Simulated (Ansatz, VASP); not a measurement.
**HfB3N: VASP beside Ansatz**

```
CELL_PARAMETERS angstrom
3.43016 0.00000 0.00000
0.00000 5.36921 0.00000
0.00000 0.00000 5.36557
ATOMIC_POSITIONS crystal
Hf 0.00000 0.83109 0.04672
Hf 0.00000 0.16891 0.54672
B 0.50000 0.84189 0.65221
B 0.50000 0.07252 0.85419
B 0.50000 0.15811 0.15221
B 0.50000 0.92748 0.35419
B 0.50000 0.38688 0.83323
B 0.50000 0.61312 0.33323
N 0.50000 0.55101 0.61365
N 0.50000 0.44899 0.11365
```

Alike in both runs: functional PBE; k mesh 5 × 3 × 3; occupations gaussian, width 0.2 eV; no spin polarisation.

Ansatz relaxed the structure, and its values are those at the end. VASP's run is a single point on that final structure, the one shown.

```csv
,VASP,Ansatz
version,VASP 6.6.1,Ansatz 0.2.0
potentials or method,"VASP PAW PBE potentials, release 64 (Hf_pv, B, N), cutoff 520 eV","scalar-relativistic, plane waves, PAW"
valence electrons in the cell,48,80
```

|  | VASP | Ansatz | Ansatz less VASP |
| --- | --- | --- | --- |
| gap on the k mesh at the Fermi level (eV) | none | none | - |
| pressure (GPa) | -0.6 | -0.1 | +0.49 |
| rms of the force components (eV/Å) | 0.016 | 0.010 | -0.0068 |

A gap of «none» marks a metal or a gap that the smearing closes. VASP's potentials hold 48 valence electrons a cell and Ansatz's 80, so a difference there can come from the potentials and not from the codes.

The k mesh is coarse, so the values compare programs but aren't converged. Spin-orbit coupling is off throughout.
